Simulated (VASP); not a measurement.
# CsBr in VASP: further runs

Runs on CsBr. Level: PBE. Tasks: single point.

Everything below comes from runs of VASP 6.6.1. Logs are shortened: lines on timing, memory, paths and dates and some standing lists are left out, and cuts for length are marked.

## 1. The cell of the first run

The structure is cubic, space group Pm-3m (No. 221). Conventional cell: a = 4.555 Å, b = 4.555 Å, c = 4.555 Å, α = 90.00°, β = 90.00°, γ = 90.00°. Within 5.2 Å of Cs (site symmetry m-3m) lie 8 Br at 3.94 Å and 6 Cs at 4.55 Å. Within 5.2 Å of Br (site symmetry m-3m) lie 8 Cs at 3.94 Å and 6 Br at 4.55 Å.

## 2. Single point, PBE

INCAR

```
SYSTEM = CsBr
PREC = Accurate ; ENCUT = 500
EDIFF = 1E-6 ; ISMEAR = 0
SIGMA = 0.05 ; LREAL = .False.
LASPH = .True. ; NELM = 120
ALGO = Normal ; ISIF = 2
LWAVE = .False. ; LCHARG = .False.
GGA = PE ; NBANDS = 15
GGA_COMPAT = .False.
```

KPOINTS

```
regular mesh
0
Gamma
  8 8 8
  0 0 0
```

POSCAR

```
CsBr
1.0
    4.5545546275      0.0000000000      0.0000000000
    0.0000000000      4.5545546275      0.0000000000
    0.0000000000      0.0000000000      4.5545546275
Cs Br
1 1
Direct
    0.0000000000      0.0000000000      0.0000000000
    0.5000000000      0.5000000000      0.5000000000
```

Potentials or basis: VASP PAW PBE potentials, release 64 (Cs_sv, Br).

Run with:

```sh
$ cat potpaw_PBE.64/Cs_sv/POTCAR potpaw_PBE.64/Br/POTCAR > POTCAR
$ mpirun -np 1 vasp_std > vasp.out
```

OUTCAR:

```text
SYSTEM = CsBr
   PREC = Accurate
   ENCUT = 500
   EDIFF = 1E-6
   ISMEAR = 0
   LREAL = .False.
   LASPH = .True.
   NELM = 120
   ISIF = 2
   GGA = PE

 ion  position               nearest neighbor table
   1  0.000  0.000  0.000-
   2  0.500  0.500  0.500-

  LATTYP: Found a simple cubic cell.
 ALAT       =     4.5545546275

  Lattice vectors:

 A1 = (   4.5545546275,   0.0000000000,   0.0000000000)
 A2 = (   0.0000000000,   4.5545546275,   0.0000000000)
 A3 = (   0.0000000000,   0.0000000000,   4.5545546275)

Analysis of symmetry for initial positions (statically):
=====================================================================
 Subroutine PRICEL returns:
 Original cell was already a primitive cell.

 Routine SETGRP: Setting up the symmetry group for a
 simple cubic supercell.

 Subroutine GETGRP returns: Found 48 space group operations
 (whereof 48 operations were pure point group operations)
 out of a pool of 48 trial point group operations.

The static configuration has the point symmetry O_h .

Analysis of symmetry for dynamics (positions and initial velocities):
=====================================================================
 Subroutine PRICEL returns:
 Original cell was already a primitive cell.

 Routine SETGRP: Setting up the symmetry group for a
 simple cubic supercell.

 Subroutine GETGRP returns: Found 48 space group operations
 (whereof 48 operations were pure point group operations)
 out of a pool of 48 trial point group operations.

The dynamic configuration has the point symmetry O_h .

 Subroutine INISYM returns: Found 48 space group operations
 (whereof 48 operations are pure point group operations),
 and found     1 'primitive' translations

----------------------------------------------------------------------------------------

                                     Primitive cell

  volume of cell :      94.4795

  direct lattice vectors                    reciprocal lattice vectors
     4.554554627  0.000000000  0.000000000     0.219560436  0.000000000  0.000000000
     0.000000000  4.554554627  0.000000000     0.000000000  0.219560436  0.000000000
     0.000000000  0.000000000  4.554554627     0.000000000  0.000000000  0.219560436

  length of vectors
     4.554554627  4.554554627  4.554554627     0.219560436  0.219560436  0.219560436

  position of ions in fractional coordinates (direct lattice)
     0.000000000  0.000000000  0.000000000
     0.500000000  0.500000000  0.500000000

  ion indices of the primitive-cell ions
   primitive index   ion index
                 1           1
                 2           2

----------------------------------------------------------------------------------------

 KPOINTS: regular mesh

Automatic generation of k-mesh.
 Grid dimensions read from file:
 generate k-points for:    8    8    8

 Generating k-lattice:

  Cartesian coordinates                     Fractional coordinates (reciprocal lattice)
     0.027445055  0.000000000  0.000000000     0.125000000  0.000000000  0.000000000
     0.000000000  0.027445055  0.000000000     0.000000000  0.125000000  0.000000000
     0.000000000  0.000000000  0.027445055     0.000000000  0.000000000  0.125000000

  Length of vectors
     0.027445055  0.027445055  0.027445055

  Shift w.r.t. Gamma in fractional coordinates (k-lattice)
     0.000000000  0.000000000  0.000000000

 Subroutine IBZKPT returns following result:
 ===========================================

 Found     35 irreducible k-points:

 Following reciprocal coordinates:
            Coordinates               Weight
  0.000000  0.000000  0.000000      1.000000
  0.125000  0.000000  0.000000      6.000000
  0.250000  0.000000  0.000000      6.000000
  0.375000  0.000000  0.000000      6.000000
  0.500000  0.000000  0.000000      3.000000
  0.125000  0.125000  0.000000     12.000000
[... 16 lines left out ...]
  0.375000  0.375000  0.125000     24.000000
  0.500000  0.375000  0.125000     24.000000
 [... further k-points ...]
   k-points           NKPTS =     35   k-points in BZ     NKDIM =     35   number of bands    NBANDS=     15
   number of dos      NEDOS =    301   number of ions     NIONS =      2
   total plane-waves  NPLWV =  46656
   dimension x,y,z NGX =    36 NGY =   36 NGZ =   36
   dimension x,y,z NGXF=    72 NGYF=   72 NGZF=   72
   ions per type =               1   1
   NGX,Y,Z   is equivalent  to a cutoff of  13.14, 13.14, 13.14 a.u.
   NGXF,Y,Z  is equivalent  to a cutoff of  26.28, 26.28, 26.28 a.u.
 SYSTEM =  CsBr
   PREC   = accura    normal or accurate (medium, high low for compatibility)
   ISTART =      0    job   : 0-new  1-cont  2-samecut
   ICHARG =      2    charge: 1-file 2-atom 10-const
   ISPIN  =      1    spin polarized calculation?
   LNONCOLLINEAR =      F non collinear calculations
   LSORBIT =      F    spin-orbit coupling
   LASPH  =      T    aspherical Exc in radial PAW
   ENCUT  =  500.0 eV  36.75 Ry    6.06 a.u.   8.30  8.30  8.30*2*pi/ulx,y,z
   NELM   =    120;   NELMIN=  2; NELMDL= -5     # of ELM steps
   EDIFF  = 0.1E-05   stopping-criterion for ELM
   LREAL  =      F    real-space projection
   EDIFFG = 0.1E-04   stopping-criterion for IOM
   NSW    =      0    number of steps for IOM
   IBRION =     -1    ionic relax: 0-MD 1-quasi-New 2-CG
   NFREE  =      0    steps in history (QN), initial steepest desc. (CG)
   ISIF   =      2    stress and relaxation
   ISYM   =      2    0-nonsym 1-usesym 2-fastsym
   POTIM  = 0.5000    time-step for ionic-motion
   TEBEG  =    0.0;   TEEND  =   0.0 temperature during run
   PSTRESS=    0.0 pullay stress
   NELECT =      16.0000    total number of electrons
   NUPDOWN=      -1.0000    fix difference up-down
   EMIN   =  10.00;   EMAX   =-10.00  energy-range for DOS
   EFERMI =   0.00;   METHOD = LEGACY
   ISMEAR =     0;   SIGMA  =   0.05  broadening in eV -4-tet -1-fermi 0-gaus
   EFERMI_NEDOS =   21; number of points for ismear=-14 and -15
   IALGO  =     38    algorithm
   IMIX   =      4    mixing-type and parameters
     AMIX     =   0.40;   BMIX     =  1.00
     AMIX_MAG =   1.60;   BMIX_MAG =  1.00
  volume/ion in A,a.u.               =      47.24       318.79
  Fermi-wavevector in a.u.,A,eV,Ry     =   0.905737  1.711595 11.161676  0.820360
  Thomas-Fermi vector in A             =   2.029341
   LORBIT       =      0    0 simple, 1 ext, 2 COOP (PROOUT), +10 PAW based schemes
   GGA     = PE    functional components
   LHFCALC =     F    Hartree Fock is set to
   AEXX    =    0.0000 exact exchange contribution
   IVDW    =     0    specifies the selected vdW correction
   LEPSILON=     F    determine dielectric tensor
   LRPA    =     F    only Hartree local field effects (RPA)
 non-spin polarized calculation
 Gauss-broadening in eV      SIGMA  =   0.05
  energy-cutoff  :      500.00
  volume of cell :       94.48
 maximum number of plane-waves:      2440
 NGX is ok and might be reduce to    36
   NGX = 17   NGY = 17   NGZ = 17

 number of electron      16.0000000 magnetization

 Free energy of the ion-electron system (eV)
  ---------------------------------------------------
  ext. energy  EPLUGINS =         0.00000000
  ---------------------------------------------------
  free energy    TOTEN  =        -5.99115380 eV

  energy without entropy =       -5.99115380  energy(sigma->0) =       -5.99115380

 E-fermi :  -0.8026     XC(G=0):  -7.2928

 val. band max:       -1.0740994595   @ k =   0.5000   0.5000   0.0000
 cond. band min:       2.8049259003   @ k =   0.0000   0.0000   0.0000
 fundamental gap:      3.8790253598
 Fermi energy:        -0.8025888509

 k-point     1 :       0.0000    0.0000    0.0000
  band No.  band energies     occupation
      1     -21.1907      2.00000
      2     -13.2666      2.00000
      3      -7.8452      2.00000
      4      -7.8452      2.00000
      5      -7.8452      2.00000
      6      -1.1198      2.00000
      7      -1.1198      2.00000
      8      -1.1198      2.00000
      9       2.8049      0.00000
     10       3.9293      0.00000
     11       3.9293      0.00000
     12       7.4251      0.00000
     13       7.4251      0.00000
     14       7.4251      0.00000
     15      10.2971      0.00000

 k-point     2 :       0.1250    0.0000    0.0000
  band No.  band energies     occupation
      1     -21.1873      2.00000
      2     -13.2655      2.00000
      3      -7.8863      2.00000
      4      -7.8378      2.00000
      5      -7.8378      2.00000
      6      -1.2979      2.00000
      7      -1.1334      2.00000
      8      -1.1334      2.00000
      9       3.1151      0.00000
     10       4.0129      0.00000
     11       4.1922      0.00000
     12       7.3371      0.00000
     13       7.3371      0.00000
     14       7.4867      0.00000
     15       9.5513      0.00000

 k-point     3 :       0.2500    0.0000    0.0000
  band No.  band energies     occupation
      1     -21.1789      2.00000
      2     -13.2629      2.00000
      3      -7.9819      2.00000
      4      -7.8196      2.00000
      5      -7.8196      2.00000
      6      -1.6625      2.00000
      7      -1.1670      2.00000
      8      -1.1670      2.00000
      9       3.8787      0.00000
     10       4.2470      0.00000
     11       4.8588      0.00000
     12       7.1816      0.00000
     13       7.1816      0.00000
     14       7.6515      0.00000
     15       8.4380      0.00000
[... 343 lines left out ...]
 k-point    23 :       0.3750    0.3750    0.1250
  band No.  band energies     occupation
      1     -21.1488      2.00000
      2     -13.2093      2.00000
      3      -8.1241      2.00000
      4      -8.1005      2.00000
      5      -7.8228      2.00000
      6      -1.6839      2.00000
      7      -1.5874      2.00000
      8      -1.2299      2.00000
      9       4.5066      0.00000
     10       4.7831      0.00000
     11       6.0550      0.00000
     12       6.2313      0.00000
     13       7.0704      0.00000
     14       7.2927      0.00000
     15       9.2898      0.00000

 k-point    24 :       0.5000    0.3750    0.1250
  band No.  band energies     occupation
      1     -21.1457      2.00000
      2     -13.2017      2.00000
      3      -8.1627      2.00000
      4      -8.1184      2.00000
      5      -7.8164      2.00000
      6      -1.6982      2.00000
      7      -1.5983      2.00000
      8      -1.2203      2.00000
      9       4.4401      0.00000
     10       4.6578      0.00000
     11       6.0360      0.00000
     12       6.0633      0.00000
     13       7.3178      0.00000
     14       8.1613      0.00000
     15       9.0832      0.00000

 [... further k-points ...]

------------------------ aborting loop because EDIFF is reached ----------------------------------------

  FORCE on cell =-STRESS in cart. coord.  units (eV):
  Direction    XX          YY          ZZ          XY          YZ          ZX
  --------------------------------------------------------------------------------------
  -------------------------------------------------------------------------------------
  Total       -0.5930358     -0.5930358     -0.5930358      0.0000000      0.0000000     -0.0000000
  in kB      -10.0566595    -10.0566595    -10.0566595      0.0000000      0.0000000     -0.0000000
  external PRESSURE =     -10.0566595 kB  Pullay stress =       0.0000000 kB

 VOLUME and BASIS-vectors are now :
 -----------------------------------------------------------------------------
  energy-cutoff  :      500.00
  volume of cell :       94.48
      direct lattice vectors                 reciprocal lattice vectors
     4.554554627  0.000000000  0.000000000     0.219560436  0.000000000  0.000000000
     0.000000000  4.554554627  0.000000000     0.000000000  0.219560436  0.000000000
     0.000000000  0.000000000  4.554554627     0.000000000  0.000000000  0.219560436

 POSITION                                       TOTAL-FORCE (eV/Angst)
 -----------------------------------------------------------------------------------
      0.00000      0.00000      0.00000         0.000000      0.000000      0.000000
      2.27728      2.27728      2.27728         0.000000      0.000000      0.000000
 -----------------------------------------------------------------------------------
    total drift:                                0.000000      0.000000      0.000000

  FREE ENERGIE OF THE ION-ELECTRON SYSTEM (eV)
  ---------------------------------------------------
  free  energy   TOTEN  =        -5.9911538030 eV

  energy  without entropy=       -5.9911538030  energy(sigma->0) =       -5.99115380
```

It took 20 s on 1 thread of Intel Xeon Platinum 8488C (Sapphire Rapids), shared host; peak memory 0.22 GiB.

What came out:

```yaml
Free_energy: -5.9912 eV
Pressure: -1.0 GPa
Band_gap_on_the_k_mesh: 3.88 eV, indirect (least direct gap 3.92 eV)
```

Caveat: spin-orbit coupling is left out, which moves the levels of the heavy elements.

[end of part 1 of 2]
